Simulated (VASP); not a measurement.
# Al2Au in VASP: a series of runs

Runs on Al2Au. Level: LDA. Tasks: single point.

Program: VASP 6.6.1. These are calculated values, not measurements. Logs are shortened: lines on timing, memory, paths and dates and some standing lists are left out, and cuts for length are marked.

**1. The cell of the first run**

Symmetry: Fm-3m, No. 225, cubic system. The conventional cell has a = 6.020 Å, b = 6.020 Å, c = 6.020 Å, α = 90.00°, β = 90.00°, γ = 90.00°. Al (site symmetry -43m) has 4 Au at 2.61 Å and 6 Al at 3.01 Å within 3.4 Å. Within 3.4 Å of Au (site symmetry m-3m) lie 8 Al at 2.61 Å.

**2. Single point, LDA (volume scaled by 1.01)**

INCAR reads:

```
PREC     = Accurate       # precision mode
ENCUT    = 520            # plane-wave cutoff, eV
EDIFF    = 1E-6           # SCF threshold, eV
ISMEAR   = -1             # smearing method
SIGMA    = 0.05           # smearing width, eV
LREAL    = False          # projectors in reciprocal space
LASPH    = True           # aspherical terms in the spheres
NELM     = 60             # most SCF steps
ALGO     = Normal         # electronic algorithm
ISIF     = 2              # what is computed and relaxed
LWAVE    = False          # write WAVECAR
LCHARG   = False          # write CHGCAR
GGA      = CA             # functional
NBANDS   = 16             # bands
```

KPOINTS reads:

```
regular mesh
0
Gamma
  11 11 11
```

POSCAR reads:

```
Al2Au
1.0
    0.0000000000      3.0099668506      3.0099668506
    3.0099668506      0.0000000000      3.0099668506
    3.0099668506      3.0099668506      0.0000000000
Al Au
2 1
Direct
    0.2500000000      0.2500000000      0.2500000000
    0.7500000000      0.7500000000      0.7500000000
    0.0000000000      0.0000000000      0.0000000000
```

Potentials or basis: VASP PAW LDA potentials, release 64 (Al, Au).

Launch:

```
cat potpaw_LDA.64/Al/POTCAR potpaw_LDA.64/Au/POTCAR > POTCAR
mpirun -np 1 vasp_std > vasp.out
```

OUTCAR:

```text
PREC = Accurate
   ENCUT = 520
   EDIFF = 1E-6
   ISMEAR = -1
   LREAL = False
   LASPH = True
   NELM = 60
   ISIF = 2
   GGA = CA

 ion  position               nearest neighbor table
   1  0.250  0.250  0.250-   3 2.61   3 2.61   3 2.61   3 2.61   2 3.01   2 3.01   2 3.01   2 3.01
                             2 3.01   2 3.01
   2  0.750  0.750  0.750-   3 2.61   3 2.61   3 2.61   3 2.61   1 3.01   1 3.01   1 3.01   1 3.01
                             1 3.01   1 3.01
   3  0.000  0.000  0.000-   2 2.61   2 2.61   2 2.61   1 2.61   2 2.61   1 2.61   1 2.61   1 2.61

  LATTYP: Found a face centered cubic cell.
 ALAT       =     6.0199337012

  Lattice vectors:

 A1 = (   0.0000000000,   3.0099668506,   3.0099668506)
 A2 = (   3.0099668506,   0.0000000000,   3.0099668506)
 A3 = (   3.0099668506,   3.0099668506,   0.0000000000)

Analysis of symmetry for initial positions (statically):
=====================================================================
 Subroutine PRICEL returns:
 Original cell was already a primitive cell.

 Routine SETGRP: Setting up the symmetry group for a
 face centered cubic supercell.

 Subroutine GETGRP returns: Found 48 space group operations
 (whereof 48 operations were pure point group operations)
 out of a pool of 48 trial point group operations.

The static configuration has the point symmetry O_h .

Analysis of symmetry for dynamics (positions and initial velocities):
=====================================================================
 Subroutine PRICEL returns:
 Original cell was already a primitive cell.

 Routine SETGRP: Setting up the symmetry group for a
 face centered cubic supercell.

 Subroutine GETGRP returns: Found 48 space group operations
 (whereof 48 operations were pure point group operations)
 out of a pool of 48 trial point group operations.

The dynamic configuration has the point symmetry O_h .

 Subroutine INISYM returns: Found 48 space group operations
 (whereof 48 operations are pure point group operations),
 and found     1 'primitive' translations

----------------------------------------------------------------------------------------

                                     Primitive cell

  volume of cell :      54.5400

  direct lattice vectors                    reciprocal lattice vectors
     0.000000000  3.009966851  3.009966851    -0.166114786  0.166114786  0.166114786
     3.009966851  0.000000000  3.009966851     0.166114786 -0.166114786  0.166114786
     3.009966851  3.009966851  0.000000000     0.166114786  0.166114786 -0.166114786

  length of vectors
     4.256735942  4.256735942  4.256735942     0.287719250  0.287719250  0.287719250

  position of ions in fractional coordinates (direct lattice)
     0.250000000  0.250000000  0.250000000
     0.750000000  0.750000000  0.750000000
     0.000000000  0.000000000  0.000000000

  ion indices of the primitive-cell ions
   primitive index   ion index
                 1           1
                 2           2
                 3           3

----------------------------------------------------------------------------------------

 KPOINTS: regular mesh

Automatic generation of k-mesh.
 Grid dimensions read from file:
 generate k-points for:   11   11   11

 Generating k-lattice:

  Cartesian coordinates                     Fractional coordinates (reciprocal lattice)
    -0.015101344  0.015101344  0.015101344     0.090909091  0.000000000  0.000000000
     0.015101344 -0.015101344  0.015101344     0.000000000  0.090909091  0.000000000
     0.015101344  0.015101344 -0.015101344     0.000000000  0.000000000  0.090909091

  Length of vectors
     0.026156295  0.026156295  0.026156295

  Shift w.r.t. Gamma in fractional coordinates (k-lattice)
     0.000000000  0.000000000  0.000000000

 Subroutine IBZKPT returns following result:
 ===========================================

 Found     56 irreducible k-points:

 Following reciprocal coordinates:
            Coordinates               Weight
  0.000000  0.000000  0.000000      1.000000
  0.090909  0.000000  0.000000      8.000000
  0.181818  0.000000  0.000000      8.000000
  0.272727  0.000000  0.000000      8.000000
  0.363636  0.000000  0.000000      8.000000
  0.454545  0.000000  0.000000      8.000000
[... 16 lines left out ...]
 -0.272727  0.181818  0.000000     24.000000
 -0.181818  0.181818  0.000000     12.000000
 [... further k-points ...]
   k-points           NKPTS =     56   k-points in BZ     NKDIM =     56   number of bands    NBANDS=     16
   number of dos      NEDOS =    301   number of ions     NIONS =      3
   total plane-waves  NPLWV =  32768
   dimension x,y,z NGX =    32 NGY =   32 NGZ =   32
   dimension x,y,z NGXF=    64 NGYF=   64 NGZF=   64
   ions per type =               2   1
   NGX,Y,Z   is equivalent  to a cutoff of  12.50, 12.50, 12.50 a.u.
   NGXF,Y,Z  is equivalent  to a cutoff of  25.00, 25.00, 25.00 a.u.
 SYSTEM =  unknown system
   PREC   = accura    normal or accurate (medium, high low for compatibility)
   ISTART =      0    job   : 0-new  1-cont  2-samecut
   ICHARG =      2    charge: 1-file 2-atom 10-const
   ISPIN  =      1    spin polarized calculation?
   LNONCOLLINEAR =      F non collinear calculations
   LSORBIT =      F    spin-orbit coupling
   LASPH  =      T    aspherical Exc in radial PAW
   ENCUT  =  520.0 eV  38.22 Ry    6.18 a.u.   7.91  7.91  7.91*2*pi/ulx,y,z
   NELM   =     60;   NELMIN=  2; NELMDL= -5     # of ELM steps
   EDIFF  = 0.1E-05   stopping-criterion for ELM
   LREAL  =      F    real-space projection
   EDIFFG = 0.1E-04   stopping-criterion for IOM
   NSW    =      0    number of steps for IOM
   IBRION =     -1    ionic relax: 0-MD 1-quasi-New 2-CG
   NFREE  =      0    steps in history (QN), initial steepest desc. (CG)
   ISIF   =      2    stress and relaxation
   ISYM   =      2    0-nonsym 1-usesym 2-fastsym
   POTIM  = 0.5000    time-step for ionic-motion
   TEBEG  =    0.0;   TEEND  =   0.0 temperature during run
   PSTRESS=    0.0 pullay stress
   NELECT =      17.0000    total number of electrons
   NUPDOWN=      -1.0000    fix difference up-down
   EMIN   =  10.00;   EMAX   =-10.00  energy-range for DOS
   EFERMI =   0.00;   METHOD = LEGACY
   ISMEAR =    -1;   SIGMA  =   0.05  broadening in eV -4-tet -1-fermi 0-gaus
   EFERMI_NEDOS =   21; number of points for ismear=-14 and -15
   IALGO  =     38    algorithm
   IMIX   =      4    mixing-type and parameters
     AMIX     =   0.40;   BMIX     =  1.00
     AMIX_MAG =   1.60;   BMIX_MAG =  1.00
  volume/ion in A,a.u.               =      18.18       122.68
  Fermi-wavevector in a.u.,A,eV,Ry     =   1.109991  2.097579 16.763464  1.232080
  Thomas-Fermi vector in A             =   2.246537
   LORBIT       =      0    0 simple, 1 ext, 2 COOP (PROOUT), +10 PAW based schemes
   GGA     = CA    functional components
   LHFCALC =     F    Hartree Fock is set to
   AEXX    =    0.0000 exact exchange contribution
   IVDW    =     0    specifies the selected vdW correction
   LEPSILON=     F    determine dielectric tensor
   LRPA    =     F    only Hartree local field effects (RPA)
 non-spin polarized calculation
  energy-cutoff  :      520.00
  volume of cell :       54.54
 maximum number of plane-waves:      1480
   NGX = 15   NGY = 15   NGZ = 15

 number of electron      17.0000001 magnetization

 Free energy of the ion-electron system (eV)
  ---------------------------------------------------
  ext. energy  EPLUGINS =         0.00000000
  ---------------------------------------------------
  free energy    TOTEN  =       -14.27208677 eV

  energy without entropy =      -14.26346926  energy(sigma->0) =      -14.26777801

 E-fermi :   7.5230     XC(G=0): -10.6727

 val. band max:        7.5135970169   @ k =  -0.2727   0.2727   0.0000
 cond. band min:       7.5485504076   @ k =   0.4545   0.0909   0.0000
 fundamental gap:      0.0349533907
 Fermi energy:         7.5229571034

 k-point     1 :       0.0000    0.0000    0.0000
  band No.  band energies     occupation
      1      -2.9917      2.00000
      2       0.9101      2.00000
      3       0.9101      2.00000
      4       0.9101      2.00000
      5       1.8650      2.00000
      6       1.8650      2.00000
[... 8 lines left out ...]
     15      13.1495      0.00000
     16      13.1495      0.00000

 k-point     2 :       0.0909    0.0000    0.0000
  band No.  band energies     occupation
      1      -2.8842      2.00000
      2       0.8739      2.00000
      3       0.9371      2.00000
      4       0.9371      2.00000
      5       1.8592      2.00000
      6       1.8592      2.00000
[... 8 lines left out ...]
     15      12.8961      0.00000
     16      12.9319      0.00000

 k-point     3 :       0.1818    0.0000    0.0000
  band No.  band energies     occupation
      1      -2.5688      2.00000
      2       0.7862      2.00000
      3       1.0056      2.00000
      4       1.0056      2.00000
      5       1.8525      2.00000
      6       1.8525      2.00000
[... 8 lines left out ...]
     15      13.0516      0.00000
     16      13.2154      0.00000

 k-point     4 :       0.2727    0.0000    0.0000
  band No.  band energies     occupation
      1      -2.0743      2.00000
      2       0.7035      2.00000
      3       1.0815      2.00000
      4       1.0815      2.00000
      5       1.8699      2.00000
      6       1.8699      2.00000
[... 8 lines left out ...]
     15      14.0431      0.00000
     16      14.0873      0.00000

 k-point     5 :       0.3636    0.0000    0.0000
  band No.  band energies     occupation
      1      -1.4866      2.00000
      2       0.7199      2.00000
      3       1.1308      2.00000
      4       1.1308      2.00000
      5       1.9210      2.00000
      6       1.9210      2.00000
[... 8 lines left out ...]
     15      15.1663      0.00000
     16      15.2430      0.00000

 k-point     6 :       0.4545    0.0000    0.0000
  band No.  band energies     occupation
      1      -1.0372      2.00000
      2       0.9655      2.00000
      3       1.1491      2.00000
      4       1.1491      2.00000
      5       1.9704      2.00000
      6       1.9704      2.00000
[... 8 lines left out ...]
     15      16.1067      0.00000
     16      16.6309      0.00000
[... 267 lines left out ...]
 k-point    21 :      -0.4545    0.1818    0.0000
  band No.  band energies     occupation
      1      -0.6002      2.00000
      2       0.7024      2.00000
      3       1.2711      2.00000
      4       1.3089      2.00000
      5       1.9636      2.00000
      6       1.9759      2.00000
[... 8 lines left out ...]
     15      16.1906      0.00000
     16      16.6676      0.00000

 k-point    22 :      -0.3636    0.1818    0.0000
  band No.  band energies     occupation
      1      -0.7836      2.00000
      2       0.6419      2.00000
      3       1.2408      2.00000
      4       1.2996      2.00000
      5       1.8579      2.00000
      6       1.9310      2.00000
[... 8 lines left out ...]
     15      15.0265      0.00000
     16      16.0917      0.00000

 k-point    23 :      -0.2727    0.1818    0.0000
  band No.  band energies     occupation
      1      -1.3240      2.00000
      2       0.5751      2.00000
      3       1.1774      2.00000
      4       1.2489      2.00000
      5       1.7699      2.00000
      6       1.9936      2.00000
[... 8 lines left out ...]
     15      14.5739      0.00000
     16      16.7300      0.00000

 k-point    24 :      -0.1818    0.1818    0.0000
  band No.  band energies     occupation
      1      -1.8947      2.00000
      2       0.6260      2.00000
      3       1.1300      2.00000
      4       1.1522      2.00000
      5       1.7544      2.00000
      6       1.9619      2.00000
[... 8 lines left out ...]
     15      14.4029      0.00000
     16      16.3523      0.00000

 [... further k-points ...]
[... 5 lines left out ...]
  --------------------------------------------------------------------------------------
  -------------------------------------------------------------------------------------
  Total       -1.1532582     -1.1532582     -1.1532582     -0.0000000      0.0000000      0.0000000
  in kB      -33.8783293    -33.8783293    -33.8783293     -0.0000000      0.0000000      0.0000000
  external PRESSURE =     -33.8783293 kB  Pullay stress =       0.0000000 kB

 VOLUME and BASIS-vectors are now :
 -----------------------------------------------------------------------------
  energy-cutoff  :      520.00
  volume of cell :       54.54
      direct lattice vectors                 reciprocal lattice vectors
     0.000000000  3.009966851  3.009966851    -0.166114786  0.166114786  0.166114786
     3.009966851  0.000000000  3.009966851     0.166114786 -0.166114786  0.166114786
     3.009966851  3.009966851  0.000000000     0.166114786  0.166114786 -0.166114786

 POSITION                                       TOTAL-FORCE (eV/Angst)
 -----------------------------------------------------------------------------------
      1.50498      1.50498      1.50498         0.000000      0.000000     -0.000000
      4.51495      4.51495      4.51495        -0.000000     -0.000000      0.000000
      0.00000      0.00000      0.00000         0.000000      0.000000     -0.000000
 -----------------------------------------------------------------------------------
    total drift:                                0.000000     -0.000000      0.000000

  FREE ENERGIE OF THE ION-ELECTRON SYSTEM (eV)
  ---------------------------------------------------
  free  energy   TOTEN  =       -14.2720867664 eV

  energy  without entropy=      -14.2634692617  energy(sigma->0) =      -14.26777801
```

Wall time 42 s (1 thread of AMD EPYC 7R43 (Zen 3), shared host); peak memory 0.15 GiB.

What came out:

* Free energy: -14.2721 eV
* Pressure: -3.4 GPa

Caveat: spin-orbit coupling is left out, which moves the levels of the heavy elements.

**3. Single point, LDA (volume scaled by 1.04)**

INCAR reads:

```
SYSTEM = Al2Au
PREC = Accurate ; ENCUT = 520
EDIFF = 1E-6 ; ISMEAR = -1
SIGMA = 0.05 ; LREAL = .FALSE.
LASPH = .TRUE. ; NELM = 80
ALGO = Normal ; ISIF = 2
LWAVE = .FALSE. ; LCHARG = .TRUE.
GGA = CA ; LELF = .TRUE.
LVHAR = .TRUE. ; NBANDS = 16
```

KPOINTS reads:

```
Automatic mesh
0
G
  11 11 11
  0 0 0
```

POSCAR reads:

```
Al2Au
1.0
    0.0000000000      3.0394782115      3.0394782115
    3.0394782115      0.0000000000      3.0394782115
    3.0394782115      3.0394782115      0.0000000000
Al Au
2 1
Direct
    0.2500000000      0.2500000000      0.2500000000
    0.7500000000      0.7500000000      0.7500000000
    0.0000000000      0.0000000000      0.0000000000
```

Potentials or basis: VASP PAW LDA potentials, release 64 (Al, Au).

Launch:

```
cat potpaw_LDA.64/Al/POTCAR potpaw_LDA.64/Au/POTCAR > POTCAR
mpirun -np 1 vasp_std > vasp.out
```

It took 42 s on 1 thread of AMD EPYC 7R43 (Zen 3), shared host; peak memory 0.15 GiB.

Results (log left out):

```yaml
Free_energy: -14.2235 eV
Pressure: -6.2 GPa
```

Levels at points of the mesh, in eV from the Fermi level:
| k point | band 6 | band 7 | band 8 | band 9 | band 10 | band 11 | band 12 | band 13 |
| --- | --- | --- | --- | --- | --- | --- | --- | --- |
| (0.00, 0.00, 0.00) | -5.53 | 1.80 | 2.89 | 2.89 | 2.89 | 3.70 | 3.70 | 3.70 |

Caveat: spin-orbit coupling is left out, which moves the levels of the heavy elements.

**4. Single point, LDA (equal xx and yy strain of -2 %)**

INCAR reads:

```
SYSTEM = Al2Au
ALGO = Normal ; EDIFF = 1E-7
ENCUT = 520 ; ISIF = 2
ISMEAR = -1 ; LASPH = .TRUE.
LCHARG = .FALSE. ; LREAL = .FALSE.
LWAVE = .FALSE. ; NBANDS = 16
NELM = 100 ; PREC = Accurate
SIGMA = 0.05
```

KPOINTS reads:

```
k-points
0
G
  11 11 11
  0 0 0
```

POSCAR reads:

```
Al2Au
1.0
    0.0000000000      2.9400000000      3.0000000000
    2.9400000000      0.0000000000      3.0000000000
    2.9400000000      2.9400000000      0.0000000000
Al Au
2 1
Direct
    0.2500000000      0.2500000000      0.2500000000
    0.7500000000      0.7500000000      0.7500000000
    0.0000000000      0.0000000000      0.0000000000
```

Launch:

```
cat potpaw_LDA.64/Al/POTCAR potpaw_LDA.64/Au/POTCAR > POTCAR
mpirun -np 1 vasp_std > vasp.out
```

Wall time 33 s (1 thread of Intel Xeon Platinum 8488C (Sapphire Rapids), shared host); peak memory 0.22 GiB.

It converged, with:

| Quantity | Value |
| --- | --- |
| Free energy | -14.2783 eV |
| Pressure | 2.6 GPa |

Stress tensor (GPa, compression positive):
```
2.93 0.00 0.00
0.00 2.93 0.00
0.00 0.00 1.86
```

Levels at points of the mesh, in eV from the Fermi level:
```tsv
k point	band 7	band 8	band 9	band 10	band 11	band 12
(0.00, 0.00, 0.00)	2.38	2.83	2.98	2.98	3.97	3.97
```

Caveat: the cell differs from its parent crystal (equal xx and yy strain of -2 %); spin-orbit coupling is left out, which moves the levels of the heavy elements.

**5. Single point, LDA (equal xx and yy strain of -1 %)**

INCAR reads:

```
  PREC = Accurate
  ENCUT = 520
  EDIFF = 1E-6
  ISMEAR = -1
  SIGMA = 0.05
  LREAL = False
  LASPH = True
  NELM = 100
  ALGO = Normal
  ISIF = 2
  LWAVE = False
  LCHARG = False
  NBANDS = 16
```

KPOINTS reads:

```
regular mesh
0
Gamma
  11 11 11
```

POSCAR reads:

```
Al2Au
1.0
    0.0000000000      2.9700000000      3.0000000000
    2.9700000000      0.0000000000      3.0000000000
    2.9700000000      2.9700000000      0.0000000000
Al Au
2 1
Direct
    0.2500000000      0.2500000000      0.2500000000
    0.7500000000      0.7500000000      0.7500000000
    0.0000000000      0.0000000000      0.0000000000
```

Launch:

```
cat potpaw_LDA.64/Al/POTCAR potpaw_LDA.64/Au/POTCAR > POTCAR
mpirun -np 1 vasp_std > vasp.out
```

Wall time 33 s (1 thread of Intel Xeon Platinum 8488C (Sapphire Rapids), shared host); peak memory 0.22 GiB.

It converged, with:

```yaml
Free_energy: -14.2887 eV
Pressure: 0.0 GPa
```

Stress tensor (GPa, compression positive):
```
 0.17  0.00  0.00
 0.00  0.17  0.00
 0.00  0.00 -0.36
```

Levels at points of the mesh, in eV from the Fermi level:
```
           k point  band 7  band 8  band 9  band 10  band 11  band 12
(0.00, 0.00, 0.00)    2.22    2.87    2.94     2.94     3.92     3.92
```

Caveat: the cell differs from its parent crystal (equal xx and yy strain of -1 %); spin-orbit coupling is left out, which moves the levels of the heavy elements.

**6. The runs side by side**

```csv
cell,gap on the mesh (eV),pressure (GPa)
"a = 4.257 Å, angles 60.0°, 3 atoms",none,-3.4
"a = 4.298 Å, angles 60.0°, 3 atoms",none,-6.2
"a = 4.200, b = 4.200, c = 4.158 Å, angles 60.3, 60.3, 59.3°, 3 atoms",none,2.6
"a = 4.221, b = 4.221, c = 4.200 Å, angles 60.2, 60.2, 59.7°, 3 atoms",none,0.0
```

Alike in all rows: task single point; level LDA; potentials or basis VASP PAW LDA potentials, release 64 (Al, Au); no spin polarisation; k mesh 11 × 11 × 11; cutoff (eV) 520; smearing fermi-dirac 0.05 eV.

Caveats: spin-orbit coupling is left out, which moves the levels of the heavy elements.

Total energies depend on the potentials used, so only differences within one code and one set of settings carry meaning.
